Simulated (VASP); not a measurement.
A run of VASP 6.6.1 is set up as follows.

INCAR

```
PREC     = Accurate       # precision mode
ENCUT    = 600            # plane-wave cutoff, eV
EDIFF    = 1E-7           # SCF threshold, eV
ISMEAR   = 0              # smearing method
SIGMA    = 0.02           # smearing width, eV
LREAL    = F              # projectors in reciprocal space
LASPH    = T              # aspherical terms in the spheres
NELM     = 200            # most SCF steps
ALGO     = Normal         # electronic algorithm
ISIF     = 3              # what is computed and relaxed
LWAVE    = F              # write WAVECAR
LCHARG   = F              # write CHGCAR
ISPIN    = 2              # spin polarisation
MAGMOM   = 7.55 0         # initial moments
LORBIT   = 11             # projections on sites
LMAXMIX  = 6              # l up to which the mixer works
LDAU     = T              # DFT+U
LDAUTYPE = 2            
LDAUL    = 3 -1           # shell
LDAUU    = 6 0            # U, eV
LDAUJ    = 0 0          
LDAUPRINT= 1            
GGA      = PE             # functional
IBRION   = 2              # ionic algorithm
NSW      = 100            # ionic steps
EDIFFG   = -0.005         # ionic threshold
GGA_COMPAT= F            
NELMIN   = 4
```

The input KPOINTS:

```
regular mesh
0
Gamma
  8 8 8
```

File POSCAR:

```
EuS
1.0
    0.0000000000      2.9785018670      2.9785018670
    2.9785018670      0.0000000000      2.9785018670
    2.9785018670      2.9785018670      0.0000000000
Eu S
1 1
Direct
    0.5000000000      0.5000000000      0.5000000000
    0.0000000000      0.0000000000      0.0000000000
```

Potentials or basis: VASP PAW PBE potentials, release 64 (Eu, S).

The run is started by

```bash
$ cat potpaw_PBE.64/Eu/POTCAR potpaw_PBE.64/S/POTCAR > POTCAR
$ mpirun -np 1 vasp_std > vasp.out
```

Task: Predict the site moments.

Result: Eu +6.72; S -0.06 μB.

Task: Estimate the net moment.

Result: 7.00 μB per cell.

Task: Estimate the relaxed volume.

Result: 26.96 Å³/atom.

Final structure:
```xyz
2
Lattice="0.0000 2.9986 2.9986 2.9986 0.0000 2.9986 2.9986 2.9986 0.0000" Properties=species:S:1:pos:R:3 pbc="T T T"
Eu    2.9986    2.9986    2.9986
S     0.0000    0.0000    0.0000
```

Caveat: a cell with one magnetic atom can't hold antiferromagnetic order, which such compounds often take. The state reached can hang on the start; a lower one may exist.
